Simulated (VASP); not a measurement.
W:

```
W
1.0
     0.00000    2.03000    2.03000
     2.03000    0.00000    2.03000
     2.03000    2.03000    0.00000
W
1
Direct
  0.00000 0.00000 0.00000
```

- Program: VASP 6.6.1
- Task: relaxation of cell and atoms
- Functional: PBE
- Dispersion: D3(BJ)
- Potentials or basis: VASP PAW PBE potentials, release 64 (W_sv)
- Cutoff: 500 eV
- k mesh: 11 × 11 × 11
- Occupations: gaussian, width 0.1 eV
- Spin: no spin polarisation

At the start: pressure -11.0 GPa; volume 16.73 Å³/atom.

Question: Where does the relaxation end?

Answer: Over 7 steps the energy falls by 22.5 meV/atom and the volume is 16.10 Å³/atom (-3.8 %); space group Fm-3m (No. 225, to 0.05 Å).

Step by step:
```
step  energy change (eV)  largest force (eV/Å)  pressure (GPa)  volume (Å³)
   1              0.0000                0.0000          -10.99        16.73
   2              0.2763                0.0000           52.95        14.10
   3             -0.0223                0.0000           -0.83        16.14
   4             -0.0225                0.0000           -0.11        16.11
   5             -0.0225                0.0000            0.12        16.09
   6             -0.0224                0.0000           -0.34        16.12
   7             -0.0225                0.0000            0.01        16.10
```

Final structure:
```
W
1.0
     0.00000    2.00413    2.00413
     2.00413    0.00000    2.00413
     2.00413    2.00413    0.00000
W
1
Direct
  0.00000 0.00000 0.00000
```

Caveat: pairwise dispersion overbinds metals, which lowers pressure and volume.
